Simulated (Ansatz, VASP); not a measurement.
**One calculation of C, two programs**

```
C
1.0
     2.48962    0.00000    0.00000
    -1.24481    2.15608    0.00000
     0.00000    0.00000    8.21427
C
8
Direct
  0.98678 0.97356 0.09294
  0.01322 0.02644 0.59294
  0.01322 0.02644 0.40706
  0.98678 0.97356 0.90706
  0.32238 0.64476 0.15554
  0.67762 0.35524 0.65554
  0.34429 0.68857 0.34446
  0.65571 0.31143 0.84446
```

Change from the starting cell: mode 4 frozen in at +0.000 Å and mode 5 at -0.057 Å (largest displacements).

Alike in both runs: task single point; functional LDA; k mesh 12 × 12 × 4; occupations gaussian, width 0.05 eV; no spin polarisation.

```csv
,VASP,Ansatz
version,VASP 6.6.1,Ansatz 0.2.0
potentials or method,"VASP PAW LDA potentials, release 64 (C_h), cutoff 1300 eV","scalar-relativistic, plane waves, PAW"
valence electrons in the cell,32,32
```

|  | VASP | Ansatz | Ansatz less VASP |
| --- | --- | --- | --- |
| gap on the k mesh at the Fermi level (eV) | 4.58 | 4.59 | +0.010 |
| least direct gap on the mesh (eV) | 5.33 | 5.33 | +0.001 |
| pressure (GPa) | 1.0 | 0.0 | -1.02 |
| traceless stress, the component that is largest in VASP (GPa) | -0.26 | -0.26 | 0.000 |
| rms of the force components (eV/Å) | 0.207 | 0.208 | +0.0003 |

Ansatz warns that its potentials were made for another functional, while VASP's fit it. LDA's correlation is that of Perdew and Zunger in VASP and of Perdew and Wang (1992) in Ansatz. Atom by atom the forces differ by 0.001 eV/Å (rms over components).
